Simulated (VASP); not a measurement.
# InSb (zincblende type) (F-43m) in VASP: further runs

Runs on InSb (zincblende type). Level: r2SCAN. Tasks: single point, relaxation of cell and atoms.

Program: VASP 6.6.1. These are calculated values, not measurements. Logs are shortened: lines on timing, memory, paths and dates and some standing lists are left out, and cuts for length are marked.

### 1 The cell of the first run

The structure is cubic, space group F-43m (No. 216). Conventional cell: a = 6.555 Å, b = 6.555 Å, c = 6.555 Å, α = 90.00°, β = 90.00°, γ = 90.00°. In (site symmetry -43m) has 4 Sb at 2.84 Å within 3.7 Å. Sb (site symmetry -43m) has 4 In at 2.84 Å within 3.7 Å.

### 2 Single point, r2SCAN

File POSCAR:

```
InSb
1.0
    0.0000000000      3.2775812730      3.2775812730
    3.2775812730      0.0000000000      3.2775812730
    3.2775812730      3.2775812730      0.0000000000
In Sb
1 1
Direct
    0.0000000000      0.0000000000      0.0000000000
    0.2500000000      0.2500000000      0.2500000000
```

File INCAR.step1:

```
SYSTEM = InSb
PREC = Accurate
ENCUT = 520
ISMEAR = -1
SIGMA = 0.1
LREAL = .False.
LASPH = .True.
NELM = 80
NBANDS = 16
GGA = PE
ALGO = Normal
EDIFF = 1E-4
LWAVE = .True.
LCHARG = .False.
```

File INCAR.step2:

```
SYSTEM = InSb
PREC = Accurate
ENCUT = 520
EDIFF = 1E-7
ISMEAR = -1
SIGMA = 0.1
LREAL = .False.
LASPH = .True.
NELM = 80
ALGO = Normal
ISIF = 2
LWAVE = .False.
LCHARG = .False.
METAGGA = R2SCAN
LMIXTAU = .True.
NBANDS = 16
ISTART = 1
```

File KPOINTS:

```
regular mesh
0
Gamma
  11 11 11
  0 0 0
```

Potentials or basis: VASP PAW PBE potentials, release 64 (In_d, Sb).

The run is started by

```sh
cat potpaw_PBE.64/In_d/POTCAR potpaw_PBE.64/Sb/POTCAR > POTCAR
cp INCAR.step1 INCAR
mpirun -np 1 vasp_std > vasp.out
cp INCAR.step2 INCAR
mpirun -np 1 vasp_std > vasp.out
```

OUTCAR:

```text
SYSTEM = InSb
   PREC = Accurate
   ENCUT = 520
   EDIFF = 1E-7
   ISMEAR = -1
   LREAL = .False.
   LASPH = .True.
   NELM = 80
   ISIF = 2
   METAGGA = R2SCAN
   ISTART = 1

 ion  position               nearest neighbor table
   1  0.000  0.000  0.000-   2 2.84   2 2.84   2 2.84   2 2.84
   2  0.250  0.250  0.250-   1 2.84   1 2.84   1 2.84   1 2.84

  LATTYP: Found a face centered cubic cell.
 ALAT       =     6.5551625460

  Lattice vectors:

 A1 = (   0.0000000000,   3.2775812730,   3.2775812730)
 A2 = (   3.2775812730,   0.0000000000,   3.2775812730)
 A3 = (   3.2775812730,   3.2775812730,   0.0000000000)

Analysis of symmetry for initial positions (statically):
=====================================================================
 Subroutine PRICEL returns:
 Original cell was already a primitive cell.

 Routine SETGRP: Setting up the symmetry group for a
 face centered cubic supercell.

 Subroutine GETGRP returns: Found 24 space group operations
 (whereof 24 operations were pure point group operations)
 out of a pool of 48 trial point group operations.

The static configuration has the point symmetry T_d .

Analysis of symmetry for dynamics (positions and initial velocities):
=====================================================================
 Subroutine PRICEL returns:
 Original cell was already a primitive cell.

 Routine SETGRP: Setting up the symmetry group for a
 face centered cubic supercell.

 Subroutine GETGRP returns: Found 24 space group operations
 (whereof 24 operations were pure point group operations)
 out of a pool of 48 trial point group operations.

The dynamic configuration has the point symmetry T_d .

 Subroutine INISYM returns: Found 24 space group operations
 (whereof 24 operations are pure point group operations),
 and found     1 'primitive' translations

----------------------------------------------------------------------------------------

                                     Primitive cell

  volume of cell :      70.4191

  direct lattice vectors                    reciprocal lattice vectors
     0.000000000  3.277581273  3.277581273    -0.152551518  0.152551518  0.152551518
     3.277581273  0.000000000  3.277581273     0.152551518 -0.152551518  0.152551518
     3.277581273  3.277581273  0.000000000     0.152551518  0.152551518 -0.152551518

  length of vectors
[... 73 lines left out ...]
   PREC   = accura    normal or accurate (medium, high low for compatibility)
   ISTART =      1    job   : 0-new  1-cont  2-samecut
   ICHARG =      0    charge: 1-file 2-atom 10-const
   ISPIN  =      1    spin polarized calculation?
   LNONCOLLINEAR =      F non collinear calculations
   LSORBIT =      F    spin-orbit coupling
   LASPH  =      T    aspherical Exc in radial PAW
   ENCUT  =  520.0 eV  38.22 Ry    6.18 a.u.   8.62  8.62  8.62*2*pi/ulx,y,z
   NELM   =     80;   NELMIN=  2; NELMDL=  0     # of ELM steps
   EDIFF  = 0.1E-06   stopping-criterion for ELM
   LREAL  =      F    real-space projection
   EDIFFG = 0.1E-05   stopping-criterion for IOM
   NSW    =      0    number of steps for IOM
   IBRION =     -1    ionic relax: 0-MD 1-quasi-New 2-CG
   NFREE  =      0    steps in history (QN), initial steepest desc. (CG)
   ISIF   =      2    stress and relaxation
   ISYM   =      2    0-nonsym 1-usesym 2-fastsym
   POTIM  = 0.5000    time-step for ionic-motion
   TEBEG  =    0.0;   TEEND  =   0.0 temperature during run
   PSTRESS=    0.0 pullay stress
   NELECT =      18.0000    total number of electrons
   NUPDOWN=      -1.0000    fix difference up-down
   EMIN   =  10.00;   EMAX   =-10.00  energy-range for DOS
   EFERMI =   0.00;   METHOD = LEGACY
   ISMEAR =    -1;   SIGMA  =   0.10  broadening in eV -4-tet -1-fermi 0-gaus
   EFERMI_NEDOS =   21; number of points for ismear=-14 and -15
   IALGO  =     38    algorithm
   IMIX   =      4    mixing-type and parameters
     AMIX     =   0.40;   BMIX     =  1.00
     AMIX_MAG =   1.60;   BMIX_MAG =  1.00
  volume/ion in A,a.u.               =      35.21       237.61
  Fermi-wavevector in a.u.,A,eV,Ry     =   1.038968  1.963365 14.686872  1.079455
  Thomas-Fermi vector in A             =   2.173477
   LORBIT       =      0    0 simple, 1 ext, 2 COOP (PROOUT), +10 PAW based schemes
   METAGGA = R2SCAN    functional components
   LHFCALC =     F    Hartree Fock is set to
   AEXX    =    0.0000 exact exchange contribution
   IVDW    =     0    specifies the selected vdW correction
   LEPSILON=     F    determine dielectric tensor
   LRPA    =     F    only Hartree local field effects (RPA)
 non-spin polarized calculation
  energy-cutoff  :      520.00
  volume of cell :       70.42
 maximum number of plane-waves:      1917
   NGX = 17   NGY = 17   NGZ = 17

 number of electron      17.9999999 magnetization

 Free energy of the ion-electron system (eV)
  ---------------------------------------------------
  ext. energy  EPLUGINS =         0.00000000
  ---------------------------------------------------
  free energy    TOTEN  =       -48.76879458 eV

  energy without entropy =      -48.76794321  energy(sigma->0) =      -48.76836890

 E-fermi :   4.8114     XC(G=0):  -9.0862

 val. band max:        4.5781299165   @ k =   0.0000   0.0000   0.0000
 cond. band min:       5.3334612891   @ k =   0.4545   0.0000   0.0000
 fundamental gap:      0.7553313726
 Fermi energy:         4.8113616431

 k-point     1 :       0.0000    0.0000    0.0000
  band No.  band energies     occupation
      1     -10.4695      2.00000
      2     -10.4695      2.00000
      3     -10.4695      2.00000
      4     -10.3779      2.00000
      5     -10.3779      2.00000
      6      -6.3416      2.00000
[... 433 lines left out ...]
      3     -10.4527      2.00000
      4     -10.3803      2.00000
      5     -10.3767      2.00000
      6      -5.5915      2.00000
[... 8 lines left out ...]
     15      13.0575      0.00000
     16      13.4469      0.00000

 [... further k-points ...]
[... 5 lines left out ...]
  --------------------------------------------------------------------------------------
  -------------------------------------------------------------------------------------
  Total        0.0136274      0.0136274      0.0136274      0.0000000     -0.0000000     -0.0000000
  in kB        0.3100503      0.3100503      0.3100503      0.0000000     -0.0000000     -0.0000000
  external PRESSURE =       0.3100503 kB  Pullay stress =       0.0000000 kB

 VOLUME and BASIS-vectors are now :
 -----------------------------------------------------------------------------
  energy-cutoff  :      520.00
  volume of cell :       70.42
      direct lattice vectors                 reciprocal lattice vectors
     0.000000000  3.277581273  3.277581273    -0.152551518  0.152551518  0.152551518
     3.277581273  0.000000000  3.277581273     0.152551518 -0.152551518  0.152551518
     3.277581273  3.277581273  0.000000000     0.152551518  0.152551518 -0.152551518

 POSITION                                       TOTAL-FORCE (eV/Angst)
 -----------------------------------------------------------------------------------
      0.00000      0.00000      0.00000         0.000000      0.000000     -0.000000
      1.63879      1.63879      1.63879        -0.000000     -0.000000      0.000000
 -----------------------------------------------------------------------------------
    total drift:                               -0.000001     -0.000001     -0.000001

  FREE ENERGIE OF THE ION-ELECTRON SYSTEM (eV)
  ---------------------------------------------------
  free  energy   TOTEN  =       -48.7687945831 eV

  energy  without entropy=      -48.7679432070  energy(sigma->0) =      -48.76836890
```

OUTCAR.step1:

```text
SYSTEM = InSb
   PREC = Accurate
   ENCUT = 520
   ISMEAR = -1
   LREAL = .False.
   LASPH = .True.
[... 676 lines left out ...]
      0.00000      0.00000      0.00000         0.000000      0.000000     -0.000000
      1.63879      1.63879      1.63879        -0.000000     -0.000000      0.000000
 -----------------------------------------------------------------------------------
    total drift:                               -0.000000     -0.000000     -0.000000

  FREE ENERGIE OF THE ION-ELECTRON SYSTEM (eV)
  ---------------------------------------------------
  free  energy   TOTEN  =        -6.9418624569 eV

  energy  without entropy=       -6.9402030663  energy(sigma->0) =       -6.94103276
```

OSZICAR.step1:

```text
N       E                     dE             d eps       ncg     rms          rms(c)
DAV:   1     0.113014563359E+03    0.11301E+03   -0.79331E+03  1792   0.110E+03
DAV:   2     0.292006371932E+00   -0.11272E+03   -0.10909E+03  2024   0.278E+02
DAV:   3    -0.683163961220E+01   -0.71236E+01   -0.70971E+01  2280   0.726E+01
DAV:   4    -0.703374838733E+01   -0.20211E+00   -0.20207E+00  2272   0.140E+01
DAV:   5    -0.704509084584E+01   -0.11342E-01   -0.11342E-01  2736   0.270E+00    0.394E+00
DAV:   6    -0.695194257235E+01    0.93148E-01   -0.15122E-01  2656   0.579E+00    0.229E+00
DAV:   7    -0.694008330150E+01    0.11859E-01   -0.63801E-02  2400   0.230E+00    0.605E-01
DAV:   8    -0.694116319059E+01   -0.10799E-02   -0.72203E-03  2328   0.954E-01    0.236E-01
DAV:   9    -0.694180909732E+01   -0.64591E-03   -0.89527E-04  2216   0.245E-01    0.749E-02
DAV:  10    -0.694186245688E+01   -0.53360E-04   -0.41546E-05  1816   0.505E-02
   1 F= -.69418625E+01 E0= -.69410328E+01  d E =-.165939E-02
```

Run time: 7.2 min. Hardware: 1 thread of Intel Xeon 8259CL, shared host; peak memory 0.26 GiB.

What came out:

- Free energy: -48.7688 eV
- Pressure: 0.0 GPa
- Band gap on the k mesh: 0.02 eV

Caveat: the smearing spreads over this small gap; semilocal functionals underestimate gaps, and a narrow one can read as zero; the PAW data sets were made with another functional, which shifts forces and pressure a little; spin-orbit coupling is left out, which moves the levels of the heavy elements.

### 3 Single point, r2SCAN (35.21 Å³/atom)

POSCAR is that of step 2.

File INCAR.step1:

```
  ALGO = Normal
  EDIFF = 1E-4
  ENCUT = 520
  GGA = PE
  ISMEAR = -1
  LASPH = T
  LCHARG = F
  LREAL = F
  LWAVE = T
  NBANDS = 16
  NELM = 80
  PREC = Accurate
  SIGMA = 0.1
```

File INCAR.step2:

```
  ALGO = Normal
  EDIFF = 1E-6
  ENCUT = 520
  ISIF = 2
  ISMEAR = -1
  ISTART = 1
  LASPH = T
  LCHARG = F
  LMIXTAU = T
  LREAL = F
  LWAVE = F
  METAGGA = R2SCAN
  NBANDS = 16
  NELM = 80
  PREC = Accurate
  SIGMA = 0.1
```

File KPOINTS:

```
k-points
0
Gamma
  11 11 11
```

Potentials or basis: VASP PAW PBE potentials, release 64 (In_d, Sb).

The run is started by

```sh
cat potpaw_PBE.64/In_d/POTCAR potpaw_PBE.64/Sb/POTCAR > POTCAR
cp INCAR.step1 INCAR
mpirun -np 1 vasp_std > vasp.out
cp INCAR.step2 INCAR
mpirun -np 1 vasp_std > vasp.out
```

Wall time 5.4 min (1 thread of Intel Xeon 8259CL, shared host); peak memory 0.26 GiB.

The run converged. Its results:

| Quantity | Value |
| --- | --- |
| Free energy | -48.7688 eV |
| Pressure | 0.0 GPa |
| Band gap on the k mesh | 0.02 eV |

Levels at points of the mesh, in eV from the valence-band top:
```tsv
k point	band 5	band 6	band 7	band 8	band 9	band 10	band 11	band 12	band 13	band 14
(0.00, 0.00, 0.00)	-14.93	-10.90	0.00	0.00	0.00	0.02	3.22	3.22	3.22	6.15
```

Caveat: the smearing spreads over this small gap; semilocal functionals underestimate gaps, and a narrow one can read as zero; the PAW data sets were made with another functional, which shifts forces and pressure a little; spin-orbit coupling is left out, which moves the levels of the heavy elements.

### 4 Relaxation of cell and atoms, r2SCAN

This run uses another cell than the first one, of 30.00 Å³/atom.

File POSCAR:

```
InSb
1.0
    0.0000000000      3.1072325060      3.1072325060
    3.1072325060      0.0000000000      3.1072325060
    3.1072325060      3.1072325060      0.0000000000
In Sb
1 1
Direct
    0.0000000000      0.0000000000      0.0000000000
    0.2500000000      0.2500000000      0.2500000000
```

File INCAR.step1:

```
  ALGO = Normal
  EDIFF = 1E-4
  ENCUT = 600
  GGA = PE
  ISMEAR = -1
  LASPH = True
  LCHARG = False
  LREAL = False
  LWAVE = True
  NELM = 100
  PREC = Accurate
  SIGMA = 0.1
```

File INCAR.step2:

```
  ALGO = Normal
  EDIFF = 1E-7
  EDIFFG = -0.005
  ENCUT = 600
  IBRION = 2
  ISIF = 3
  ISMEAR = -1
  ISTART = 1
  LASPH = True
  LCHARG = False
  LMIXTAU = True
  LREAL = False
  LWAVE = False
  METAGGA = R2SCAN
  NELM = 100
  NSW = 60
  PREC = Accurate
  SIGMA = 0.1
```

KPOINTS is that of step 3.

The run is started by

```sh
cat potpaw_PBE.64/In_d/POTCAR potpaw_PBE.64/Sb/POTCAR > POTCAR
cp INCAR.step1 INCAR
mpirun -np 1 vasp_std > vasp.out
cp INCAR.step2 INCAR
mpirun -np 1 vasp_std > vasp.out
```

It took 22 min on 1 thread of Intel Xeon 8259CL, shared host; peak memory 0.28 GiB.

It converged, with:

- Free energy: -48.7678 eV
- Relaxed volume: 35.23 Å³/atom
- Relaxed cell: a = 4.636 Å, b = 4.636 Å, c = 4.636 Å, α = 60.00°, β = 60.00°, γ = 60.00°
- Space group after relaxing (to 0.1 Å): F-43m (No. 216)
- Energy gained by relaxing: 144.1 meV/atom
- Ionic steps: 3
- Pressure after relaxing: 0.0 GPa
- Band gap on the k mesh: 0.02 eV

Step by step:
| step | energy change (eV) | largest force (eV/Å) | pressure (GPa) | volume (Å³) |
| --- | --- | --- | --- | --- |
| 1 | 0.0000 | 0.0000 | 10.30 | 60.00 |
| 2 | -0.1901 | 0.0000 | -3.58 | 78.35 |
| 3 | -0.2881 | 0.0000 | 0.02 | 70.46 |

Final structure:
```
In Sb
1.0
     0.00000    3.27825    3.27825
     3.27825    0.00000    3.27825
     3.27825    3.27825    0.00000
In Sb
1 1
Direct
  0.00000 0.00000 0.00000
  0.25000 0.25000 0.25000
```

Levels at points of the mesh, in eV from the valence-band top:
```csv
k point,band 7,band 8,band 9,band 10,band 11,band 12
"(0.00, 0.00, 0.00)",0.00,0.00,0.00,0.02,3.22,3.22
```

Caveat: the volume moved by over 15 % at a fixed basis, so the end points are rough; the smearing spreads over this small gap; semilocal functionals underestimate gaps, and a narrow one can read as zero; the PAW data sets were made with another functional, which shifts forces and pressure a little; spin-orbit coupling is left out, which moves the levels of the heavy elements.

The gap in the log of VASP goes by the Fermi energy; the results here count the filled bands.